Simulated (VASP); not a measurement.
Set up this calculation in VASP 6.6.1, as the native input.

| Property | Result |
| --- | --- |
| Task | single point |
| Functional | r2SCAN |
| Potentials or basis | VASP PAW PBE potentials, release 64 (Si, O) |
| Cutoff | 520 eV |
| k mesh | 2 × 2 × 2 |
| Occupations | gaussian, width 0.05 eV |
| Spin | collinear spin, zero start |
| Starting moments | [0.0, 0.0, 0.0, 0.0, 0.0, 0.0, 0.0, 0.0, 0.0, 0.0, 0.0, 0.0, 0.0, 0.0, 0.0, 0.0, 0.0] μB |
| Dipole correction | no |
| Further INCAR settings | LREAL = Auto; ALGO = Normal; EDIFF = 1e-07; NBANDS = 53 |

System: Si16O (a cell with a defect).

```
Si O
1.0
     0.00000    5.43000    5.43000
     5.43000    0.00000    5.43000
     5.43000    5.43000    0.00000
Si O
16 1
Cartesian
  0.0533 -0.0227 0.0228
  1.3289 1.3913 1.3853
  2.5579 2.9491 0.1584
  4.2658 4.0093 1.4206
  2.6956 -0.0205 2.6593
  3.9679 1.2514 4.1786
  5.3219 2.6017 2.8283
  6.7297 4.0125 3.8804
  -0.1051 2.6099 2.8203
  1.3290 4.0448 4.0387
  2.5580 5.2717 2.4810
  3.9789 6.6925 4.1675
  2.6957 2.7707 5.4505
  4.1098 4.0457 6.8144
  5.6661 5.2745 5.5856
  6.7297 6.9796 6.8475
  7.2574 4.5380 6.3222
```

One way to write it, as run:

POSCAR

```
Si16O
1.0
    0.0000000000      5.4300000000      5.4300000000
    5.4300000000      0.0000000000      5.4300000000
    5.4300000000      5.4300000000      0.0000000000
Si O
16 1
Direct
   -0.0048993554      0.0090890424      0.0007197974
    0.1333145488      0.1218125230      0.1229176796
    0.0506111418     -0.0214372928      0.4925023020
    0.1071891344      0.1544255985      0.6311790055
   -0.0052309392      0.4949780847      0.0014569061
    0.1346353591      0.6348998158      0.0958283610
    0.0099586556      0.5109050645      0.4691807551
    0.1071178637      0.6075101289      0.6318364641
    0.5096948435      0.0096902394     -0.0290462247
    0.6219614180      0.1218172192      0.1229365562
    0.4783303867     -0.0214283610      0.4925198895
    0.6336198895      0.1338815838      0.5988773481
    0.5087913444      0.4949878453      0.0014624309
    0.6215754144      0.6333717311      0.1234895948
    0.4782654696      0.5503835175      0.4930982505
    0.6535368324      0.6075097606      0.6318388582
    0.3317480663      0.8325532228      0.5039839779
```

INCAR.step1

```
PREC = Accurate ; ENCUT = 520
ISMEAR = 0 ; SIGMA = 0.05
LREAL = Auto ; LASPH = T
NELM = 150 ; ISPIN = 2
MAGMOM = 0 0 0 0 0 0 0 0 0 0 0 0 0 0 0 0 0 ; NBANDS = 53
GGA = PE ; ALGO = Normal
EDIFF = 1E-4 ; LWAVE = T
LCHARG = F
```

INCAR.step2

```
PREC = Accurate ; ENCUT = 520
EDIFF = 1E-7 ; ISMEAR = 0
SIGMA = 0.05 ; LREAL = Auto
LASPH = T ; NELM = 150
ALGO = Normal ; ISIF = 2
LWAVE = F ; LCHARG = F
ISPIN = 2 ; MAGMOM = 0 0 0 0 0 0 0 0 0 0 0 0 0 0 0 0 0
LORBIT = 11 ; METAGGA = R2SCAN
LMIXTAU = T ; NBANDS = 53
ISTART = 1
```

KPOINTS

```
regular mesh
0
Gamma
  2 2 2
```

Potentials or basis: VASP PAW PBE potentials, release 64 (Si, O).

Run with:

```console
$ cat potpaw_PBE.64/Si/POTCAR potpaw_PBE.64/O/POTCAR > POTCAR
$ cp INCAR.step1 INCAR
$ mpirun -np 1 vasp_std > vasp.out
$ cp INCAR.step2 INCAR
$ mpirun -np 1 vasp_std > vasp.out
```

It gave:

The pressure is 2.5 GPa and the largest force is 0.042 eV/Å. The band gap on the k mesh is zero (filled and empty bands overlap) and the net moment is 0.00 μB per cell. The valence electrons inside the program's atomic spheres are Si 1.72, 1.63, 1.73, 1.71, 1.79, 1.62 (each value once); O 5.08.

Caveat: the k points lie up to 0.50 Å⁻¹ apart; the PAW data sets were made with another functional, which shifts forces and pressure a little.

Wall time 15 min on 1 thread of Intel(R) Xeon(R) 6975P-C (Granite Rapids) (shared host), peak memory 0.84 GiB.
